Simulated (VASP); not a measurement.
# Ca (I4/mmm) in VASP: notebook, part 3 of 3

VASP 6.6.1. Earlier steps stand in the parts before.

### 5 Single point, PBE (strain +0.0600 x Voigt [1, 0, 0, 0, 0, 0])

Contents of INCAR:

```
SYSTEM = Ca
  ALGO = Normal
  EDIFF = 1E-7
  ENCUT = 520
  GGA = PE
  ISIF = 2
  ISMEAR = 0
  LASPH = .True.
  LCHARG = .True.
  LELF = .True.
  LREAL = .False.
  LVHAR = .True.
  LWAVE = .False.
  NBANDS = 11
  NELM = 80
  PREC = Accurate
  SIGMA = 0.15
```

Contents of KPOINTS:

```
k-points
0
Gamma
  14 14 14
  0 0 0
```

Contents of POSCAR:

```
Ca
1.0
    0.0000000000      2.7942000000      2.7942000000
    2.9618520000      0.0000000000      2.7942000000
    2.9618520000      2.7942000000      0.0000000000
Ca
1
Direct
    0.0000000000      0.0000000000      0.0000000000
```

Potentials or basis: VASP PAW PBE potentials, release 64 (Ca_sv).

Run with:

```
$ cat potpaw_PBE.64/Ca_sv/POTCAR > POTCAR
$ mpirun -np 1 vasp_std > vasp.out
```

OUTCAR:

```text
SYSTEM = Ca
   EDIFF = 1E-7
   ENCUT = 520
   GGA = PE
   ISIF = 2
   ISMEAR = 0
   LASPH = .True.
   LREAL = .False.
   NELM = 80
   PREC = Accurate

 ion  position               nearest neighbor table
   1  0.000  0.000  0.000-

  LATTYP: Found a body centered tetragonal cell.
 ALAT       =     3.9515955360
 C/A-ratio  =     1.4990663761

  Lattice vectors:

 A1 = (   2.9618520000,   0.0000000000,   2.7942000000)
 A2 = (   2.9618520000,   0.0000000000,  -2.7942000000)
 A3 = (  -2.9618520000,   2.7942000000,   0.0000000000)

Analysis of symmetry for initial positions (statically):
=====================================================================
 Subroutine PRICEL returns:
 Original cell was already a primitive cell.

 Routine SETGRP: Setting up the symmetry group for a
 body centered tetragonal supercell.

 Subroutine GETGRP returns: Found 16 space group operations
 (whereof 16 operations were pure point group operations)
 out of a pool of 16 trial point group operations.

The static configuration has the point symmetry D_4h.

Analysis of symmetry for dynamics (positions and initial velocities):
=====================================================================
 Subroutine PRICEL returns:
 Original cell was already a primitive cell.

 Routine SETGRP: Setting up the symmetry group for a
 body centered tetragonal supercell.

 Subroutine GETGRP returns: Found 16 space group operations
 (whereof 16 operations were pure point group operations)
 out of a pool of 16 trial point group operations.

The dynamic configuration has the point symmetry D_4h.

 Subroutine INISYM returns: Found 16 space group operations
 (whereof 16 operations are pure point group operations),
 and found     1 'primitive' translations

----------------------------------------------------------------------------------------

                                     Primitive cell

  volume of cell :      46.2496

  direct lattice vectors                    reciprocal lattice vectors
     0.000000000  2.794200000  2.794200000    -0.168813297  0.178942094  0.178942094
     2.961852000  0.000000000  2.794200000     0.168813297 -0.178942094  0.178942094
     2.961852000  2.794200000  0.000000000     0.168813297  0.178942094 -0.178942094

  length of vectors
     3.951595536  4.071869461  4.071869461     0.304201373  0.304201373  0.304201373

  position of ions in fractional coordinates (direct lattice)
     0.000000000  0.000000000  0.000000000

  ion indices of the primitive-cell ions
   primitive index   ion index
                 1           1

----------------------------------------------------------------------------------------

 KPOINTS: k-points

Automatic generation of k-mesh.
 Grid dimensions read from file:
 generate k-points for:   14   14   14

 Generating k-lattice:

  Cartesian coordinates                     Fractional coordinates (reciprocal lattice)
    -0.012058093  0.012781578  0.012781578     0.071428571  0.000000000  0.000000000
     0.012058093 -0.012781578  0.012781578     0.000000000  0.071428571  0.000000000
     0.012058093  0.012781578 -0.012781578     0.000000000  0.000000000  0.071428571

  Length of vectors
     0.021728670  0.021728670  0.021728670

  Shift w.r.t. Gamma in fractional coordinates (k-lattice)
     0.000000000  0.000000000  0.000000000

 Subroutine IBZKPT returns following result:
 ===========================================

 Found    244 irreducible k-points:

 Following reciprocal coordinates:
            Coordinates               Weight
  0.000000  0.000000  0.000000      1.000000
  0.071429 -0.000000 -0.000000      8.000000
  0.142857  0.000000  0.000000      8.000000
  0.214286  0.000000  0.000000      8.000000
  0.285714  0.000000  0.000000      8.000000
  0.357143  0.000000  0.000000      8.000000
[... 16 lines left out ...]
  0.214286  0.142857 -0.000000     16.000000
  0.285714  0.142857 -0.000000     16.000000
 [... further k-points ...]
   k-points           NKPTS =    244   k-points in BZ     NKDIM =    244   number of bands    NBANDS=     11
   number of dos      NEDOS =    301   number of ions     NIONS =      1
   total plane-waves  NPLWV =  27000
   dimension x,y,z NGX =    30 NGY =   30 NGZ =   30
   dimension x,y,z NGXF=    60 NGYF=   60 NGZF=   60
   ions per type =               1
   NGX,Y,Z   is equivalent  to a cutoff of  12.62, 12.25, 12.25 a.u.
   NGXF,Y,Z  is equivalent  to a cutoff of  25.24, 24.50, 24.50 a.u.
 SYSTEM =  Ca
   PREC   = accura    normal or accurate (medium, high low for compatibility)
   ISTART =      0    job   : 0-new  1-cont  2-samecut
   ICHARG =      2    charge: 1-file 2-atom 10-const
   ISPIN  =      1    spin polarized calculation?
   LNONCOLLINEAR =      F non collinear calculations
   LSORBIT =      F    spin-orbit coupling
   LASPH  =      T    aspherical Exc in radial PAW
   ENCUT  =  520.0 eV  38.22 Ry    6.18 a.u.   7.35  7.57  7.57*2*pi/ulx,y,z
   NELM   =     80;   NELMIN=  2; NELMDL= -5     # of ELM steps
   EDIFF  = 0.1E-06   stopping-criterion for ELM
   LREAL  =      F    real-space projection
   EDIFFG = 0.1E-05   stopping-criterion for IOM
   NSW    =      0    number of steps for IOM
   IBRION =     -1    ionic relax: 0-MD 1-quasi-New 2-CG
   NFREE  =      0    steps in history (QN), initial steepest desc. (CG)
   ISIF   =      2    stress and relaxation
   ISYM   =      2    0-nonsym 1-usesym 2-fastsym
   POTIM  = 0.5000    time-step for ionic-motion
   TEBEG  =    0.0;   TEEND  =   0.0 temperature during run
   PSTRESS=    0.0 pullay stress
   NELECT =      10.0000    total number of electrons
   NUPDOWN=      -1.0000    fix difference up-down
   EMIN   =  10.00;   EMAX   =-10.00  energy-range for DOS
   EFERMI =   0.00;   METHOD = LEGACY
   ISMEAR =     0;   SIGMA  =   0.15  broadening in eV -4-tet -1-fermi 0-gaus
   EFERMI_NEDOS =   21; number of points for ismear=-14 and -15
   IALGO  =     38    algorithm
   IMIX   =      4    mixing-type and parameters
     AMIX     =   0.40;   BMIX     =  1.00
     AMIX_MAG =   1.60;   BMIX_MAG =  1.00
  volume/ion in A,a.u.               =      46.25       312.11
  Fermi-wavevector in a.u.,A,eV,Ry     =   0.982589  1.856825 13.136178  0.965482
  Thomas-Fermi vector in A             =   2.113683
   LORBIT       =      0    0 simple, 1 ext, 2 COOP (PROOUT), +10 PAW based schemes
   GGA     = PE    functional components
   LHFCALC =     F    Hartree Fock is set to
   AEXX    =    0.0000 exact exchange contribution
   IVDW    =     0    specifies the selected vdW correction
   LEPSILON=     F    determine dielectric tensor
   LRPA    =     F    only Hartree local field effects (RPA)
 non-spin polarized calculation
 Gauss-broadening in eV      SIGMA  =   0.15
  energy-cutoff  :      520.00
  volume of cell :       46.25
 maximum number of plane-waves:      1271
 NGX is ok and might be reduce to    30
   NGX = 15   NGY = 15   NGZ = 15

 number of electron      10.0000001 magnetization

 Free energy of the ion-electron system (eV)
  ---------------------------------------------------
  ext. energy  EPLUGINS =         0.00000000
  ---------------------------------------------------
  free energy    TOTEN  =        -1.91697369 eV

  energy without entropy =       -1.90184164  energy(sigma->0) =       -1.90940767

 E-fermi :   1.6118     XC(G=0):  -7.4578

 val. band max:        1.6104482252   @ k =  -0.3571   0.2857   0.1429
 cond. band min:       1.6168302784   @ k =  -0.3571   0.3571   0.0000
 fundamental gap:      0.0063820532
 Fermi energy:         1.6117992085

 k-point     1 :       0.0000    0.0000    0.0000
  band No.  band energies     occupation
      1     -40.6225      2.00000
      2     -21.5502      2.00000
      3     -21.5469      2.00000
      4     -21.5469      2.00000
      5      -2.2502      2.00000
      6       3.6633      0.00000
      7       3.9124      0.00000
      8       3.9124      0.00000
      9       4.6075      0.00000
     10       4.9266      0.00000
     11      10.3677      0.00000
[... 309 lines left out ...]
 k-point    24 :       0.2857    0.1429   -0.0000
  band No.  band energies     occupation
      1     -40.6170      2.00000
      2     -21.5982      2.00000
      3     -21.5636      2.00000
      4     -21.5603      2.00000
      5      -1.0851      2.00000
      6       2.9540      0.00000
      7       3.8355      0.00000
      8       4.0620      0.00000
      9       4.4844      0.00000
     10       5.0068      0.00000
     11       8.6726      0.00000

 [... further k-points ...]

------------------------ aborting loop because EDIFF is reached ----------------------------------------

  FORCE on cell =-STRESS in cart. coord.  units (eV):
  Direction    XX          YY          ZZ          XY          YZ          ZX
  --------------------------------------------------------------------------------------
  -------------------------------------------------------------------------------------
  Total       -0.4998227     -0.3395894     -0.3395894      0.0000000      0.0000000     -0.0000000
  in kB      -17.3148298    -11.7640365    -11.7640365      0.0000000      0.0000000     -0.0000000
  external PRESSURE =     -13.6143010 kB  Pullay stress =       0.0000000 kB

 VOLUME and BASIS-vectors are now :
 -----------------------------------------------------------------------------
  energy-cutoff  :      520.00
  volume of cell :       46.25
      direct lattice vectors                 reciprocal lattice vectors
     0.000000000  2.794200000  2.794200000    -0.168813297  0.178942094  0.178942094
     2.961852000  0.000000000  2.794200000     0.168813297 -0.178942094  0.178942094
     2.961852000  2.794200000  0.000000000     0.168813297  0.178942094 -0.178942094

 POSITION                                       TOTAL-FORCE (eV/Angst)
 -----------------------------------------------------------------------------------
      0.00000      0.00000      0.00000         0.000000     -0.000000      0.000000
 -----------------------------------------------------------------------------------
    total drift:                               -0.000000     -0.000000     -0.000000

  FREE ENERGIE OF THE ION-ELECTRON SYSTEM (eV)
  ---------------------------------------------------
  free  energy   TOTEN  =        -1.9169736943 eV

  energy  without entropy=       -1.9018416400  energy(sigma->0) =       -1.90940767
```

stdout:

```text
POSCAR found type information on POSCAR Ca
 POSCAR found :  1 types and       1 ions
 scaLAPACK will be used
 LDA part: xc-table for (Slater+PW92), standard interpolation
 POSCAR, INCAR and KPOINTS ok, starting setup
 FFT: planning ... GRIDC
 FFT: planning ... GRID_SOFT
 FFT: planning ... GRID
 WAVECAR not read
 entering main loop
```

It took 47 s on 1 thread of AMD EPYC 9R45 (Zen 5), shared host; peak memory 0.23 GiB.

What came out:

```yaml
Free_energy: -1.9170 eV
Pressure: -1.4 GPa
Band_gap_on_the_k_mesh: zero (bands 5 and 6 overlap by 0.45 eV)
```

Levels at points of the mesh, in eV from the Fermi level:
| k point | band 1 | band 2 | band 3 | band 4 | band 5 | band 6 | band 7 | band 8 | band 9 | band 10 |
| --- | --- | --- | --- | --- | --- | --- | --- | --- | --- | --- |
| (0.00, 0.00, 0.00) | -42.23 | -23.16 | -23.16 | -23.16 | -3.86 | 2.05 | 2.30 | 2.30 | 3.00 | 3.31 |
| (0.50, 0.00, 0.00) | -42.23 | -23.26 | -23.18 | -23.17 | -0.95 | -0.21 | 1.96 | 2.26 | 3.72 | 3.82 |
| (0.50, 0.50, 0.00) | -42.22 | -23.25 | -23.21 | -23.19 | -0.31 | 0.59 | 1.00 | 3.74 | 3.84 | 4.04 |
| (0.00, 0.50, 0.50) | -42.22 | -23.25 | -23.19 | -23.19 | -0.51 | 0.48 | 0.69 | 3.79 | 3.93 | 3.93 |

Caveat: the cell differs from its parent crystal (strain +0.0600 x Voigt [1, 0, 0, 0, 0, 0]).

### 6 The runs side by side

```csv
cell,gap on the mesh (eV),pressure (GPa)
"a = 3.952, b = 4.011, c = 4.011 Å, angles 59.0, 60.5, 60.5°, 1 atom",none,-1.0
"a = 3.952, b = 4.041, c = 4.041 Å, angles 58.5, 60.7, 60.7°, 1 atom",none,-1.2
"a = 3.952, b = 4.057, c = 4.057 Å, angles 58.3, 60.9, 60.9°, 1 atom",none,-1.3
"a = 3.952, b = 4.072, c = 4.072 Å, angles 58.1, 61.0, 61.0°, 1 atom",none,-1.4
```

Alike in all rows: task single point; level PBE; potentials or basis VASP PAW PBE potentials, release 64 (Ca_sv); no spin polarisation; k mesh 14 × 14 × 14; cutoff (eV) 520; smearing gaussian 0.15 eV.

Absolute energies hang on the potentials; compare differences alone.
